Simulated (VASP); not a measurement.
Runs of VASP 6.6.1 on Si. The structure is that of space group I4/mmm (No. 139), or close to it. The cells are those of the table. 

```tsv
cell	gap on the mesh (eV)	pressure (GPa)	largest force (eV/Å)
a = 5.167 Å, angles 99.4, 99.4, 132.3°, 4 atoms	none	-5.0	0.54
a = 4.970 Å, angles 98.2, 98.2, 135.6°, 4 atoms	0.04	8.1	(b)
a = 5.374 Å, angles 96.6, 96.6, 140.2°, 4 atoms	none	-4.1	0.89
a = 5.009 Å, angles 97.7, 97.7, 137.2°, 4 atoms	(c)	(a)	0.45
a = 5.057 Å, angles 97.7, 97.7, 137.2°, 4 atoms	0.21	5.3	0.43
a = 5.133 Å, angles 100.1, 100.1, 130.6°, 4 atoms	none	-4.5	0.92
a = 5.124 Å, angles 99.4, 99.4, 132.3°, 4 atoms	none	-3.5	0.65
```

Alike in all rows: task single point; level PBE; potentials or basis VASP PAW PBE potentials, release 64 (Si); no spin polarisation; k mesh 12 × 12 × 12; cutoff (eV) 520; smearing gaussian 0.05 eV.

Q: Estimate the missing entries.

A: (a) 8.4; (b) 0.13; (c) 0.13.

A k mesh can miss the band edges.

A gap of «none» marks levels without a gap at the run's occupations.
